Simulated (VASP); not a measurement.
# AgCl (Immm) in VASP: further runs

Runs on AgCl. Level: PBE. Tasks: single point.

Program: VASP 6.6.1. These are calculated values, not measurements. Logs are shortened: lines on timing, memory, paths and dates and some standing lists are left out, and cuts for length are marked.

**1. The cell of the first run**

The structure is orthorhombic, space group Immm (No. 71). Conventional cell: a = 3.878 Å, b = 3.966 Å, c = 5.546 Å, α = 90.00°, β = 90.00°, γ = 90.00°. Ag (site symmetry mmm) has 6 Cl at 2.77 Å within 3.7 Å. Cl (site symmetry mmm) has 6 Ag at 2.77 Å within 3.7 Å.

**2. Single point, PBE (strain +0.0225 x Voigt [0, 0, 0, 0, 1, 0])**

The input, INCAR:

```
SYSTEM = AgCl
PREC = Accurate ; ENCUT = 520
EDIFF = 1E-6 ; ISMEAR = 0
SIGMA = 0.05 ; LREAL = .FALSE.
LASPH = .TRUE. ; NELM = 80
ALGO = Normal ; ISIF = 2
LWAVE = .FALSE. ; LCHARG = .FALSE.
GGA = PE ; NBANDS = 16
```

The input, KPOINTS:

```
Automatic mesh
0
G
  8 8 8
  0 0 0
```

The input, POSCAR:

```
AgCl
1.0
    0.0311979375      2.7731500000      2.7731500000
    2.8043479375      0.0000000000      2.8043479375
    2.7731500000      2.7731500000      0.0311979375
Ag Cl
1 1
Direct
    0.5000000000      0.5000000000      0.5000000000
    0.0000000000      0.0000000000      0.0000000000
```

Potentials or basis: VASP PAW PBE potentials, release 64 (Ag, Cl).

Started as:

```console
$ cat potpaw_PBE.64/Ag/POTCAR potpaw_PBE.64/Cl/POTCAR > POTCAR
$ mpirun -np 1 vasp_std > vasp.out
```

OUTCAR:

```text
SYSTEM = AgCl
   PREC = Accurate
   ENCUT = 520
   EDIFF = 1E-6
   ISMEAR = 0
   LREAL = .FALSE.
   LASPH = .TRUE.
   NELM = 80
   ISIF = 2
   GGA = PE

 ion  position               nearest neighbor table
   1  0.500  0.500  0.500-   2 2.77   2 2.77   2 2.77   2 2.77   2 2.77   2 2.77
   2  0.000  0.000  0.000-   1 2.77   1 2.77   1 2.77   1 2.77   1 2.77   1 2.77

  LATTYP: Found a body centered orthorhombic cell.
 ALAT       =     3.8777057942
 B/A-ratio  =     1.0227560051
 C/A-ratio  =     1.4303044879

  Lattice vectors:

 A1 = (   0.0311979375,  -2.7731500000,   2.7731500000)
 A2 = (  -0.0311979375,  -2.7731500000,  -2.7731500000)
 A3 = (   2.7731500000,   2.7731500000,   0.0311979375)

Analysis of symmetry for initial positions (statically):
=====================================================================
 Subroutine PRICEL returns:
 Original cell was already a primitive cell.

 Routine SETGRP: Setting up the symmetry group for a
 body centered orthorhombic supercell.

 Subroutine GETGRP returns: Found  8 space group operations
 (whereof  8 operations were pure point group operations)
 out of a pool of  8 trial point group operations.

The static configuration has the point symmetry D_2h.

Analysis of symmetry for dynamics (positions and initial velocities):
=====================================================================
 Subroutine PRICEL returns:
 Original cell was already a primitive cell.

 Routine SETGRP: Setting up the symmetry group for a
 body centered orthorhombic supercell.

 Subroutine GETGRP returns: Found  8 space group operations
 (whereof  8 operations were pure point group operations)
 out of a pool of  8 trial point group operations.

The dynamic configuration has the point symmetry D_2h.

 Subroutine INISYM returns: Found  8 space group operations
 (whereof  8 operations are pure point group operations),
 and found     1 'primitive' translations

----------------------------------------------------------------------------------------

                                     Primitive cell

  volume of cell :      42.6477

  direct lattice vectors                    reciprocal lattice vectors
     0.031197938  2.773150000  2.773150000    -0.182351839  0.180300380  0.182351839
     2.804347938  0.000000000  2.804347938     0.178294567 -0.180300380  0.178294567
     2.773150000  2.773150000  0.031197938     0.182351839  0.180300380 -0.182351839

  length of vectors
[... 76 lines left out ...]
   ISPIN  =      1    spin polarized calculation?
   LNONCOLLINEAR =      F non collinear calculations
   LSORBIT =      F    spin-orbit coupling
   LASPH  =      T    aspherical Exc in radial PAW
   ENCUT  =  520.0 eV  38.22 Ry    6.18 a.u.   7.29  7.37  7.29*2*pi/ulx,y,z
   NELM   =     80;   NELMIN=  2; NELMDL= -5     # of ELM steps
   EDIFF  = 0.1E-05   stopping-criterion for ELM
   LREAL  =      F    real-space projection
   EDIFFG = 0.1E-04   stopping-criterion for IOM
   NSW    =      0    number of steps for IOM
   IBRION =     -1    ionic relax: 0-MD 1-quasi-New 2-CG
   NFREE  =      0    steps in history (QN), initial steepest desc. (CG)
   ISIF   =      2    stress and relaxation
   ISYM   =      2    0-nonsym 1-usesym 2-fastsym
   POTIM  = 0.5000    time-step for ionic-motion
   TEBEG  =    0.0;   TEEND  =   0.0 temperature during run
   PSTRESS=    0.0 pullay stress
   NELECT =      18.0000    total number of electrons
   NUPDOWN=      -1.0000    fix difference up-down
   EMIN   =  10.00;   EMAX   =-10.00  energy-range for DOS
   EFERMI =   0.00;   METHOD = LEGACY
   ISMEAR =     0;   SIGMA  =   0.05  broadening in eV -4-tet -1-fermi 0-gaus
   EFERMI_NEDOS =   21; number of points for ismear=-14 and -15
   IALGO  =     38    algorithm
   IMIX   =      4    mixing-type and parameters
     AMIX     =   0.40;   BMIX     =  1.00
     AMIX_MAG =   1.60;   BMIX_MAG =  1.00
  volume/ion in A,a.u.               =      21.32       143.90
  Fermi-wavevector in a.u.,A,eV,Ry     =   1.228006  2.320596 20.517582  1.508000
  Thomas-Fermi vector in A             =   2.362948
   LORBIT       =      0    0 simple, 1 ext, 2 COOP (PROOUT), +10 PAW based schemes
   GGA     = PE    functional components
   LHFCALC =     F    Hartree Fock is set to
   AEXX    =    0.0000 exact exchange contribution
   IVDW    =     0    specifies the selected vdW correction
   LEPSILON=     F    determine dielectric tensor
   LRPA    =     F    only Hartree local field effects (RPA)
 non-spin polarized calculation
 Gauss-broadening in eV      SIGMA  =   0.05
  energy-cutoff  :      520.00
  volume of cell :       42.65
 maximum number of plane-waves:      1170
 NGX is ok and might be reduce to    30
   NGX = 15   NGY = 15   NGZ = 15

 number of electron      18.0000003 magnetization

 Free energy of the ion-electron system (eV)
  ---------------------------------------------------
  ext. energy  EPLUGINS =         0.00000000
  ---------------------------------------------------
  free energy    TOTEN  =        -5.39400904 eV

  energy without entropy =       -5.39400904  energy(sigma->0) =       -5.39400904

 E-fermi :   4.0797     XC(G=0):  -9.9663

 val. band max:        3.8380279159   @ k =   0.5000   0.0000  -0.0000
 cond. band min:       4.7258870896   @ k =   0.0000   0.0000   0.0000
 fundamental gap:      0.8878591737
 Fermi energy:         4.0797430963

 k-point     1 :       0.0000    0.0000    0.0000
  band No.  band energies     occupation
      1     -11.3297      2.00000
      2       1.3618      2.00000
      3       1.3728      2.00000
      4       1.3957      2.00000
      5       1.4205      2.00000
      6       1.4239      2.00000
[... 433 lines left out ...]
      3       0.3186      2.00000
      4       0.4358      2.00000
      5       1.3289      2.00000
      6       1.7054      2.00000
[... 8 lines left out ...]
     15      18.4199      0.00000
     16      19.4886      0.00000

 [... further k-points ...]
[... 5 lines left out ...]
  --------------------------------------------------------------------------------------
  -------------------------------------------------------------------------------------
  Total        0.3903982      0.3890795      0.3903982     -0.0000000      0.0000000     -0.0322074
  in kB       14.6663917     14.6168508     14.6663917     -0.0000000      0.0000000     -1.2099620
  external PRESSURE =      14.6498781 kB  Pullay stress =       0.0000000 kB

 VOLUME and BASIS-vectors are now :
 -----------------------------------------------------------------------------
  energy-cutoff  :      520.00
  volume of cell :       42.65
      direct lattice vectors                 reciprocal lattice vectors
     0.031197938  2.773150000  2.773150000    -0.182351839  0.180300380  0.182351839
     2.804347938  0.000000000  2.804347938     0.178294567 -0.180300380  0.178294567
     2.773150000  2.773150000  0.031197938     0.182351839  0.180300380 -0.182351839

 POSITION                                       TOTAL-FORCE (eV/Angst)
 -----------------------------------------------------------------------------------
      2.80435      2.77315      2.80435        -0.000000     -0.000000     -0.000000
      0.00000      0.00000      0.00000         0.000000      0.000000      0.000000
 -----------------------------------------------------------------------------------
    total drift:                                0.000000      0.000000      0.000000

  FREE ENERGIE OF THE ION-ELECTRON SYSTEM (eV)
  ---------------------------------------------------
  free  energy   TOTEN  =        -5.3940090391 eV

  energy  without entropy=       -5.3940090391  energy(sigma->0) =       -5.39400904
```

OSZICAR:

```text
N       E                     dE             d eps       ncg     rms          rms(c)
DAV:   1     0.911029144276E+02    0.91103E+02   -0.86247E+03  3040   0.102E+03
DAV:   2    -0.259570424341E+01   -0.93699E+02   -0.85872E+02  3848   0.215E+02
DAV:   3    -0.556282299633E+01   -0.29671E+01   -0.29597E+01  3776   0.391E+01
DAV:   4    -0.557741316316E+01   -0.14590E-01   -0.14589E-01  3848   0.316E+00
DAV:   5    -0.557757349282E+01   -0.16033E-03   -0.16033E-03  3776   0.331E-01    0.616E+00
DAV:   6    -0.539852233401E+01    0.17905E+00   -0.24655E-01  3912   0.643E+00    0.399E+00
DAV:   7    -0.539455114695E+01    0.39712E-02   -0.95892E-02  3744   0.206E+00    0.197E+00
DAV:   8    -0.539386325104E+01    0.68790E-03   -0.46423E-03  3592   0.701E-01    0.309E-01
DAV:   9    -0.539394023968E+01   -0.76989E-04   -0.49809E-04  3872   0.277E-01    0.387E-02
DAV:  10    -0.539400488552E+01   -0.64646E-04   -0.91435E-05  3720   0.846E-02    0.287E-02
DAV:  11    -0.539400893634E+01   -0.40508E-05   -0.47259E-06  3912   0.153E-02    0.355E-03
DAV:  12    -0.539400903913E+01   -0.10279E-06   -0.46833E-07  2248   0.542E-03
   1 F= -.53940090E+01 E0= -.53940090E+01  d E =-.813106E-14
```

Run time: 62 s. Hardware: 1 thread of Intel Xeon Platinum 8259CL at 2.50GHz (Skylake/Cascade Lake), shared host; peak memory 0.21 GiB.

Results:

```yaml
Free_energy: -5.3940 eV
Pressure: 1.5 GPa
Band_gap_on_the_k_mesh: 0.89 eV, indirect (least direct gap 3.16 eV)
```

Stress tensor (GPa, compression positive):
```
 1.47  0.00 -0.12
 0.00  1.46  0.00
-0.12  0.00  1.47
```

Caveat: the cell differs from its parent crystal (strain +0.0225 x Voigt [0, 0, 0, 0, 1, 0]). A k mesh can miss the band edges.

(Continued in part 2 of 2.)
